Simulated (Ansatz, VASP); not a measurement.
Two plane-wave programs on Mg12H

```
Mg H
1.0
     6.42000    0.00000    0.00000
    -4.81500    8.33982    0.00000
     0.00000    0.00000    5.21304
Mg H
12 1
Cartesian
  0.0000 0.0000 0.0000
  0.0000 1.8533 2.6065
  -1.6050 2.7799 0.0000
  -1.6050 4.6332 2.6065
  -3.2100 5.5599 0.0000
  -3.2100 7.4132 2.6065
  3.2100 0.0000 0.0000
  3.2100 1.8533 2.6065
  1.6050 2.7799 0.0000
  1.6050 4.6332 2.6065
  0.0000 5.5599 0.0000
  0.0000 7.4132 2.6065
  1.6318 0.9464 1.3280
```

Alike in both runs: functional PBE; k mesh 3 × 2 × 3; occupations fermi-dirac, width 0.1 eV; no spin polarisation.

Ansatz relaxed the structure, and its values are those at the end. VASP's run is a single point on that final structure, the one shown.

|  | VASP | Ansatz |
| --- | --- | --- |
| version | VASP 6.6.1 | Ansatz 0.2.0 |
| potentials or method | VASP PAW PBE potentials, release 64 (Mg, H), cutoff 520 eV | scalar-relativistic, plane waves, PAW |
| valence electrons in the cell | 25 | 121 |

```tsv
	VASP	Ansatz	Ansatz less VASP
rms of the force components (eV/Å)	0.024	0.024	-0.0003
```

VASP's potentials hold 25 valence electrons a cell and Ansatz's 121, so a difference there can come from the potentials and not from the codes.

The k mesh is coarse, so the values compare programs but aren't converged.
